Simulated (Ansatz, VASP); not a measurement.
**As in VASP and in Ansatz**

```
As
1.0
     3.00317    0.00000    0.00000
    -1.50158    2.60082    0.00000
     0.00000    0.00000    4.86513
As
2
Direct
  0.33333 0.66667 0.25000
  0.66667 0.33333 0.75000
```

Change from the starting cell: shortest bond scaled by 1, PAW files.

Alike in both runs: task single point; functional LDA; k mesh 11 × 11 × 6; occupations fermi-dirac, width 0.05 eV; no spin polarisation.

|  | VASP | Ansatz |
| --- | --- | --- |
| version | VASP 6.6.1 | Ansatz 0.2.0 |
| potentials or method | VASP PAW LDA potentials, release 64 (As) | PAW with Ansatz's default frozen-core files, scalar-relativistic |
| plane-wave cutoff (eV) | 520 | 420 |
| valence electrons in the cell | 10 | 30 |

|  | VASP | Ansatz | Ansatz less VASP |
| --- | --- | --- | --- |
| pressure (GPa) | -4.2 | -4.4 | -0.18 |
| traceless stress, the component that is largest in VASP (GPa) | 1.12 | 1.10 | -0.023 |

LDA's correlation is that of Perdew and Zunger in VASP and of Perdew and Wang (1992) in Ansatz. VASP's potentials hold 10 valence electrons a cell and Ansatz's 30, so a difference there can come from the potentials and not from the codes.
